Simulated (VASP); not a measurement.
# TiH5 (P4/mmm) in VASP: a series of runs

Runs on TiH5. Level: PBE. Tasks: single point.

All numbers are computed with VASP 6.6.1; they aren't measurements. Logs are shortened: lines on timing, memory, paths and dates and some standing lists are left out, and cuts for length are marked.

## Step 1: The cell of the first run

Symmetry: P4/mmm, No. 123, tetragonal system. The conventional cell has a = 3.493 Å, b = 3.493 Å, c = 3.616 Å, α = 90.00°, β = 90.00°, γ = 90.00°. Within 2.4 Å of Ti (site symmetry 4/mmm) lie 10 H at 1.81 to 1.90 Å. H (site symmetry m2m) has 4 H at 1.40 to 1.98 Å and 2 Ti at 1.90 Å within 2.0 Å. Within 2.4 Å of H (site symmetry 4/mmm) lie 2 Ti at 1.81 Å.

The cell was built from a structure type or drawn by symmetry, and may not be a known phase.

## Step 2: Single point, PBE

The input, INCAR:

```
SYSTEM = TiH5
PREC     = Accurate       ! precision mode
ENCUT    = 500            ! plane-wave cutoff, eV
EDIFF    = 1E-6           ! SCF threshold, eV
ISMEAR   = 0              ! smearing method
SIGMA    = 0.2            ! smearing width, eV
LREAL    = .FALSE.        ! projectors in reciprocal space
LASPH    = .TRUE.         ! aspherical terms in the spheres
NELM     = 120            ! most SCF steps
ALGO     = Normal         ! electronic algorithm
ISIF     = 2              ! what is computed and relaxed
LWAVE    = .FALSE.        ! write WAVECAR
LCHARG   = .TRUE.         ! write CHGCAR
GGA      = PE             ! functional
LELF     = .TRUE.         ! ELF
LVHAR    = .TRUE.       
NBANDS   = 18             ! bands
GGA_COMPAT= .FALSE.
```

The input, KPOINTS:

```
Automatic mesh
0
G
  5 5 4
  0 0 0
```

The input, POSCAR:

```
TiH5
1.0
    3.4928427486      0.0000000000      0.0000000000
    0.0000000000      3.4928427486      0.0000000000
    0.0000000000      0.0000000000      3.6159317110
Ti H
1 5
Direct
    0.0000000000      0.0000000000      0.5000000000
    0.2165737325      0.5000000000      0.5000000000
    0.7834262675      0.5000000000      0.5000000000
    0.5000000000      0.7834262675      0.5000000000
    0.5000000000      0.2165737325      0.5000000000
    0.0000000000      0.0000000000      0.0000000000
```

Potentials or basis: VASP PAW PBE potentials, release 64 (Ti_sv, H).

Launch:

```
$ cat potpaw_PBE.64/Ti_sv/POTCAR potpaw_PBE.64/H/POTCAR > POTCAR
$ mpirun -np 1 vasp_std > vasp.out
```

OUTCAR:

```text
SYSTEM = TiH5
   PREC = Accurate
   ENCUT = 500
   EDIFF = 1E-6
   ISMEAR = 0
   LREAL = .FALSE.
   LASPH = .TRUE.
   NELM = 120
   ISIF = 2
   GGA = PE

 ion  position               nearest neighbor table
   1  0.000  0.000  0.500-   6 1.81   6 1.81   4 1.90   5 1.90   2 1.90   3 1.90   2 1.90   3 1.90
                             4 1.90   5 1.90
   2  0.217  0.500  0.500-   1 1.90   1 1.90
   3  0.783  0.500  0.500-   1 1.90   1 1.90
   4  0.500  0.783  0.500-   1 1.90   1 1.90
   5  0.500  0.217  0.500-   1 1.90   1 1.90
   6  0.000  0.000  0.000-   1 1.81   1 1.81

  LATTYP: Found a simple tetragonal cell.
 ALAT       =     3.4928427486
 C/A-ratio  =     1.0352403390

  Lattice vectors:

 A1 = (   3.4928427486,   0.0000000000,   0.0000000000)
 A2 = (   0.0000000000,   3.4928427486,   0.0000000000)
 A3 = (   0.0000000000,   0.0000000000,   3.6159317110)

Analysis of symmetry for initial positions (statically):
=====================================================================
 Subroutine PRICEL returns:
 Original cell was already a primitive cell.

 Routine SETGRP: Setting up the symmetry group for a
 simple tetragonal supercell.

 Subroutine GETGRP returns: Found 16 space group operations
 (whereof 16 operations were pure point group operations)
 out of a pool of 16 trial point group operations.

The static configuration has the point symmetry D_4h.

Analysis of symmetry for dynamics (positions and initial velocities):
=====================================================================
 Subroutine PRICEL returns:
 Original cell was already a primitive cell.

 Routine SETGRP: Setting up the symmetry group for a
 simple tetragonal supercell.

 Subroutine GETGRP returns: Found 16 space group operations
 (whereof 16 operations were pure point group operations)
 out of a pool of 16 trial point group operations.

The dynamic configuration has the point symmetry D_4h.

 Subroutine INISYM returns: Found 16 space group operations
 (whereof 16 operations are pure point group operations),
 and found     1 'primitive' translations

----------------------------------------------------------------------------------------

                                     Primitive cell

  volume of cell :      44.1142

  direct lattice vectors                    reciprocal lattice vectors
     3.492842749  0.000000000  0.000000000     0.286299748  0.000000000  0.000000000
     0.000000000  3.492842749  0.000000000     0.000000000  0.286299748  0.000000000
     0.000000000  0.000000000  3.615931711     0.000000000  0.000000000  0.276553895

  length of vectors
     3.492842749  3.492842749  3.615931711     0.286299748  0.286299748  0.276553895

  position of ions in fractional coordinates (direct lattice)
     0.000000000  0.000000000  0.500000000
     0.216573733  0.500000000  0.500000000
     0.783426267  0.500000000  0.500000000
     0.500000000  0.783426267  0.500000000
     0.500000000  0.216573733  0.500000000
     0.000000000  0.000000000  0.000000000

  ion indices of the primitive-cell ions
   primitive index   ion index
                 1           1
                 2           2
                 3           3
                 4           4
                 5           5
                 6           6

----------------------------------------------------------------------------------------

 KPOINTS: Automatic mesh

Automatic generation of k-mesh.
 Grid dimensions read from file:
 generate k-points for:    5    5    4

 Generating k-lattice:

  Cartesian coordinates                     Fractional coordinates (reciprocal lattice)
     0.057259950  0.000000000  0.000000000     0.200000000  0.000000000  0.000000000
     0.000000000  0.057259950  0.000000000     0.000000000  0.200000000  0.000000000
     0.000000000  0.000000000  0.069138474     0.000000000  0.000000000  0.250000000

  Length of vectors
     0.057259950  0.057259950  0.069138474

  Shift w.r.t. Gamma in fractional coordinates (k-lattice)
     0.000000000  0.000000000  0.000000000

 Subroutine IBZKPT returns following result:
 ===========================================

 Found     18 irreducible k-points:

 Following reciprocal coordinates:
            Coordinates               Weight
  0.000000  0.000000  0.000000      1.000000
  0.200000  0.000000  0.000000      4.000000
  0.400000  0.000000  0.000000      4.000000
  0.200000  0.200000  0.000000      4.000000
  0.400000  0.200000  0.000000      8.000000
  0.400000  0.400000  0.000000      4.000000
[... 10 lines left out ...]
  0.400000  0.200000  0.500000      8.000000
  0.400000  0.400000  0.500000      4.000000
   k-points           NKPTS =     18   k-points in BZ     NKDIM =     18   number of bands    NBANDS=     18
   number of dos      NEDOS =    301   number of ions     NIONS =      6
   total plane-waves  NPLWV =  21952
   dimension x,y,z NGX =    28 NGY =   28 NGZ =   28
   dimension x,y,z NGXF=    56 NGYF=   56 NGZF=   56
   ions per type =               1   5
   NGX,Y,Z   is equivalent  to a cutoff of  13.33, 13.33, 12.87 a.u.
   NGXF,Y,Z  is equivalent  to a cutoff of  26.65, 26.65, 25.75 a.u.
 SYSTEM =  TiH5
   PREC   = accura    normal or accurate (medium, high low for compatibility)
   ISTART =      0    job   : 0-new  1-cont  2-samecut
   ICHARG =      2    charge: 1-file 2-atom 10-const
   ISPIN  =      1    spin polarized calculation?
   LNONCOLLINEAR =      F non collinear calculations
   LSORBIT =      F    spin-orbit coupling
   LASPH  =      T    aspherical Exc in radial PAW
   ENCUT  =  500.0 eV  36.75 Ry    6.06 a.u.   6.37  6.37  6.59*2*pi/ulx,y,z
   NELM   =    120;   NELMIN=  2; NELMDL= -5     # of ELM steps
   EDIFF  = 0.1E-05   stopping-criterion for ELM
   LREAL  =      F    real-space projection
   EDIFFG = 0.1E-04   stopping-criterion for IOM
   NSW    =      0    number of steps for IOM
   IBRION =     -1    ionic relax: 0-MD 1-quasi-New 2-CG
   NFREE  =      0    steps in history (QN), initial steepest desc. (CG)
   ISIF   =      2    stress and relaxation
   ISYM   =      2    0-nonsym 1-usesym 2-fastsym
   POTIM  = 0.5000    time-step for ionic-motion
   TEBEG  =    0.0;   TEEND  =   0.0 temperature during run
   PSTRESS=    0.0 pullay stress
   NELECT =      17.0000    total number of electrons
   NUPDOWN=      -1.0000    fix difference up-down
   EMIN   =  10.00;   EMAX   =-10.00  energy-range for DOS
   EFERMI =   0.00;   METHOD = LEGACY
   ISMEAR =     0;   SIGMA  =   0.20  broadening in eV -4-tet -1-fermi 0-gaus
   EFERMI_NEDOS =   21; number of points for ismear=-14 and -15
   IALGO  =     38    algorithm
   IMIX   =      4    mixing-type and parameters
     AMIX     =   0.40;   BMIX     =  1.00
     AMIX_MAG =   1.60;   BMIX_MAG =  1.00
  volume/ion in A,a.u.               =       7.35        49.62
  Fermi-wavevector in a.u.,A,eV,Ry     =   1.191329  2.251285 19.310269  1.419265
  Thomas-Fermi vector in A             =   2.327393
   LORBIT       =      0    0 simple, 1 ext, 2 COOP (PROOUT), +10 PAW based schemes
   GGA     = PE    functional components
   LHFCALC =     F    Hartree Fock is set to
   AEXX    =    0.0000 exact exchange contribution
   IVDW    =     0    specifies the selected vdW correction
   LEPSILON=     F    determine dielectric tensor
   LRPA    =     F    only Hartree local field effects (RPA)
 non-spin polarized calculation
 Gauss-broadening in eV      SIGMA  =   0.20
  energy-cutoff  :      500.00
  volume of cell :       44.11
 maximum number of plane-waves:      1140
 NGX is ok and might be reduce to    28
   NGX = 13   NGY = 13   NGZ = 13

 number of electron      17.0000002 magnetization

 Free energy of the ion-electron system (eV)
  ---------------------------------------------------
  ext. energy  EPLUGINS =         0.00000000
  ---------------------------------------------------
  free energy    TOTEN  =       -23.21637953 eV

  energy without entropy =      -23.17430117  energy(sigma->0) =      -23.19534035

 E-fermi :   3.0366     XC(G=0):  -9.2816

 val. band max:        2.8180626289   @ k =   0.4000   0.2000   0.2500
 cond. band min:       3.0434923859   @ k =   0.4000   0.4000   0.2500
 fundamental gap:      0.2254297570
 Fermi energy:         3.0366381005

 k-point     1 :       0.0000    0.0000    0.0000
  band No.  band energies     occupation
      1     -54.3983      2.00000
      2     -30.6505      2.00000
      3     -30.6505      2.00000
      4     -30.6491      2.00000
      5      -8.1334      2.00000
      6      -2.0401      2.00000
[... 10 lines left out ...]
     17      14.7577      0.00000
     18      14.7577      0.00000

 k-point     2 :       0.2000    0.0000    0.0000
  band No.  band energies     occupation
      1     -54.3963      2.00000
      2     -30.6854      2.00000
      3     -30.6474      2.00000
      4     -30.6469      2.00000
      5      -7.6150      2.00000
      6      -2.1161      2.00000
[... 10 lines left out ...]
     17      14.4109      0.00000
     18      14.8391      0.00000

 k-point     3 :       0.4000    0.0000    0.0000
  band No.  band energies     occupation
      1     -54.3931      2.00000
      2     -30.7414      2.00000
      3     -30.6446      2.00000
      4     -30.6412      2.00000
      5      -6.2465      2.00000
      6      -3.7823      2.00000
[... 10 lines left out ...]
     17      12.9533      0.00000
     18      14.5041      0.00000

 k-point     4 :       0.2000    0.2000    0.0000
  band No.  band energies     occupation
      1     -54.3943      2.00000
      2     -30.6825      2.00000
      3     -30.6801      2.00000
      4     -30.6457      2.00000
      5      -7.1348      2.00000
      6      -1.9371      2.00000
[... 249 lines left out ...]
      4     -30.6767      2.00000
      5      -6.7185      2.00000
      6      -1.6168      2.00000
[... 10 lines left out ...]
     17      14.0327      0.00000
     18      15.2192      0.00000

 k-point    17 :       0.4000    0.2000    0.5000
  band No.  band energies     occupation
      1     -54.3876      2.00000
      2     -30.7326      2.00000
      3     -30.7063      2.00000
      4     -30.6714      2.00000
      5      -5.5510      2.00000
      6      -2.8354      2.00000
[... 10 lines left out ...]
     17      11.7571      0.00000
     18      13.8508      0.00000

 k-point    18 :       0.4000    0.4000    0.5000
  band No.  band energies     occupation
      1     -54.3844      2.00000
      2     -30.7251      2.00000
      3     -30.7242      2.00000
      4     -30.7030      2.00000
      5      -4.9139      2.00000
      6      -1.8625      2.00000
[... 10 lines left out ...]
     17      11.6724      0.00000
     18      12.3965      0.00000

------------------------ aborting loop because EDIFF is reached ----------------------------------------

  FORCE on cell =-STRESS in cart. coord.  units (eV):
  Direction    XX          YY          ZZ          XY          YZ          ZX
  --------------------------------------------------------------------------------------
  -------------------------------------------------------------------------------------
  Total       -0.0340829     -0.0340829     -0.1556028      0.0000000      0.0000000     -0.0000000
  in kB       -1.2378536     -1.2378536     -5.6513171      0.0000000      0.0000000     -0.0000000
  external PRESSURE =      -2.7090081 kB  Pullay stress =       0.0000000 kB

 VOLUME and BASIS-vectors are now :
 -----------------------------------------------------------------------------
  energy-cutoff  :      500.00
  volume of cell :       44.11
      direct lattice vectors                 reciprocal lattice vectors
     3.492842749  0.000000000  0.000000000     0.286299748  0.000000000  0.000000000
     0.000000000  3.492842749  0.000000000     0.000000000  0.286299748  0.000000000
     0.000000000  0.000000000  3.615931711     0.000000000  0.000000000  0.276553895

 POSITION                                       TOTAL-FORCE (eV/Angst)
 -----------------------------------------------------------------------------------
      0.00000      0.00000      1.80797        -0.000000      0.000000      0.000000
      0.75646      1.74642      1.80797        -0.005536      0.000000      0.000000
      2.73638      1.74642      1.80797         0.005536      0.000000     -0.000000
      1.74642      2.73638      1.80797        -0.000000      0.005536      0.000000
      1.74642      0.75646      1.80797        -0.000000     -0.005536     -0.000000
      0.00000      0.00000      0.00000        -0.000000      0.000000      0.000000
 -----------------------------------------------------------------------------------
    total drift:                               -0.000000      0.000000      0.000000

  FREE ENERGIE OF THE ION-ELECTRON SYSTEM (eV)
  ---------------------------------------------------
  free  energy   TOTEN  =       -23.2163795290 eV

  energy  without entropy=      -23.1743011726  energy(sigma->0) =      -23.19534035
```

It took 20 s on 1 thread of Intel Xeon 8259CL, shared host; peak memory 0.16 GiB.

Results:

| Item | Value |
| --- | --- |
| Free energy | -23.2164 eV |
| Pressure | -0.3 GPa |
| Largest force | 0.006 eV/Å |
| Band gap on the k mesh | zero (an odd number of electrons rules out a gap without spin polarisation) |

Forces in eV/Å, atoms in the order of the input:
```
Ti   0.000  0.000  0.000
H   -0.006  0.000  0.000
H    0.006  0.000  0.000
H    0.000  0.006  0.000
H    0.000 -0.006  0.000
H    0.000  0.000  0.000
```

Stress tensor (GPa, compression positive):
```
-0.12  0.00  0.00
 0.00 -0.12  0.00
 0.00  0.00 -0.57
```

Caveat: the k points lie up to 0.43 Å⁻¹ apart, too coarse for converged energies and pressures of a metal.

(Continued in part 2 of 2.)
